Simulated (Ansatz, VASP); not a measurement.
# BN in VASP and in Ansatz

INCAR

```
  PREC = Accurate
  ENCUT = 520
  EDIFF = 1E-8
  ISMEAR = -1
  SIGMA = 0.03
  LREAL = False
  LASPH = True
  NELM = 120
  ALGO = Normal
  ISIF = 2
  LWAVE = False
  LCHARG = False
  GGA = PE
  LEFG = True
  NBANDS = 11
  GGA_COMPAT = False
```

KPOINTS

```
regular mesh
0
Gamma
  13 13 13
```

The input POSCAR:

```
BN
1.0
    0.0000000000      1.8617250000      1.8075000000
    1.8617250000      0.0000000000      1.8075000000
    1.8617250000      1.8617250000      0.0000000000
B N
1 1
Direct
    0.0000000000      0.0000000000      0.0000000000
    0.7500000000      0.7500000000      0.7500000000
```

Input for Ansatz:

```yaml
crystal:
  lattice:
    - [0.0, 1.861725, 1.8075]
    - [1.861725, 0.0, 1.8075]
    - [1.861725, 1.861725, 0.0]
  atoms:
    - { symbol: B, position: [0.0, 0.0, 0.0] }
    - { symbol: "N", position: [0.75, 0.75, 0.75] }
kpoints:
  mp_grid: { grid: [13, 13, 13] }
scf:
  occupations: { method: fermi_dirac, width: 0.03 }
hamiltonian:
  xc: pbe
  pseudopotentials: { kind: paw }
output:
  forces: true
  stress: true
  eigenvalues: true
  efg: { contact_densities: true }
  write_density: true
  write_potential: true
  elf: true
  volumetric_format: npy
```

Change from the starting cell: equal xx and yy strain of +3 %, PAW files.

Alike in both runs: task electric field gradients; functional PBE; k mesh 13 × 13 × 13; occupations fermi-dirac, width 0.03 eV; no spin polarisation.

|  | VASP | Ansatz |
| --- | --- | --- |
| version | VASP 6.6.1 | Ansatz 0.2.0 |
| potentials or method | VASP PAW PBE potentials, release 64 (B, N) | PAW with Ansatz's default frozen-core files, scalar-relativistic |
| plane-wave cutoff (eV) | 520 | 420 |
| valence electrons in the cell | 8 | 8 |

|  | VASP | Ansatz | Ansatz less VASP |
| --- | --- | --- | --- |
| gap on the k mesh at the Fermi level (eV) | 3.98 | 3.99 | +0.010 |
| pressure (GPa) | -17.2 | -17.3 | -0.08 |
| traceless stress, the component that is largest in VASP (GPa) | 11.00 | 10.99 | -0.012 |
| size of Vzz on the site where it differs most (V/Å²) | 1.1 | 0.8 | -0.27 |
